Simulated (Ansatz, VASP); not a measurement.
**Two plane-wave programs on MoS**

Contents of INCAR:

```
SYSTEM = MoS
ALGO = Normal
EDIFF = 1E-7
ENCUT = 520
GGA = PE
ISIF = 2
ISMEAR = 0
LASPH = .TRUE.
LCHARG = .TRUE.
LDAU = .TRUE.
LDAUJ = 0 0
LDAUL = 2 -1
LDAUPRINT = 1
LDAUTYPE = 2
LDAUU = 4.38 0
LELF = .TRUE.
LMAXMIX = 4
LREAL = .FALSE.
LVHAR = .TRUE.
LWAVE = .FALSE.
NBANDS = 17
NELM = 150
PREC = Accurate
SIGMA = 0.1
```

Contents of KPOINTS:

```
k-points
0
G
  12 12 12
  0 0 0
```

Contents of POSCAR:

```
MoS
1.0
    0.0000000000      3.0147456920      3.0147456920
    3.0147456920      0.0000000000      3.0147456920
    3.0147456920      3.0147456920      0.0000000000
Mo S
1 1
Direct
    0.0000000000      0.0000000000      0.0000000000
    0.2500000000      0.2500000000      0.2500000000
```

Input for Ansatz:

```yaml
crystal:
  lattice:
    - [0.0, 3.0147456932, 3.0147456932]
    - [3.0147456932, 0.0, 3.0147456932]
    - [3.0147456932, 3.0147456932, 0.0]
  atoms:
    - { symbol: Mo, position: [0.0, 0.0, 0.0] }
    - { symbol: S, position: [0.25, 0.25, 0.25] }
basis:
  ecutwfc: 420
kpoints:
  mp_grid: { grid: [12, 12, 12] }
hamiltonian:
  xc: pbe
  hubbard: { sites: [{ species: Mo, l: d, u_eff: 4.38 }] }
scf:
  occupations: { method: gaussian, width: 0.1 }
output:
  forces: true
  stress: true
  eigenvalues: true
```

Alike in both runs: task single point; functional PBE; k mesh 12 × 12 × 12; occupations gaussian, width 0.1 eV; no spin polarisation; Hubbard terms Mo d U = 4.38 eV.

|  | VASP | Ansatz |
| --- | --- | --- |
| version | VASP 6.6.1 | Ansatz 0.2.0 |
| potentials or method | VASP PAW PBE potentials, release 64 (Mo_sv, S), cutoff 520 eV | scalar-relativistic, plane waves, PAW |
| valence electrons in the cell | 20 | 20 |

|  | VASP | Ansatz | Ansatz less VASP |
| --- | --- | --- | --- |
| gap on the k mesh at the Fermi level (eV) | 0.52 | 1.46 | +0.939 |
| least direct gap on the mesh (eV) | 0.52 | 1.48 | +0.964 |
| pressure (GPa) | -8.7 | -8.4 | +0.33 |

The programs project onto different local orbitals, so the same U acts differently, and such runs can settle in different states.
